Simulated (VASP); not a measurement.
# BiTe: single point with PBE

Crystal: BiTe.

```xyz
6
Lattice="4.5975 0.0000 0.0000 -2.2988 3.9816 0.0000 0.0000 0.0000 11.2715" Properties=species:S:1:pos:R:3 pbc="T T T"
Bi    0.0000    0.0000    0.0000
Bi    0.0000    2.6544    3.7572
Bi    2.2988    1.3272    7.5143
Te    2.2988    1.3272    1.8786
Te    0.0000    0.0000    5.6358
Te    0.0000    2.6544    9.3929
```

```yaml
Program: VASP 6.6.1
Task: single point
Functional: PBE
Potentials_or_basis: VASP PAW PBE potentials, release 64 (Bi_d, Te)
Cutoff: 520 eV
k_mesh: 12 × 12 × 4
Occupations: gaussian, width 0.1 eV
Spin: no spin polarisation
Dipole_correction: no
Further_INCAR_settings: ALGO = Normal; EDIFF = 1e-07; NBANDS = 40
```

The pressure is -0.1 GPa.

Levels at points of the mesh, in eV from the Fermi level:
```tsv
k point	band 29	band 30	band 31	band 32	band 33	band 34	band 35	band 36
(0.00, 0.00, 0.00)	-1.89	-1.89	-0.12	-0.12	0.07	0.07	0.07	0.07
(0.50, 0.00, 0.00)	-2.69	-2.69	0.65	0.65	0.72	0.72	1.46	1.46
(0.00, 0.00, 0.50)	-1.87	-1.59	-0.79	-0.58	-0.58	1.18	1.18	1.32
(0.50, 0.00, 0.50)	-1.87	-1.59	-0.80	-0.59	-0.59	2.45	2.45	2.55
```

Wall time 7.2 min on 1 thread of Intel(R) Xeon(R) Platinum 8488C (Sapphire Rapids) (shared host), peak memory 0.61 GiB.

Caveat: spin-orbit coupling is left out, which moves the levels of the heavy elements.
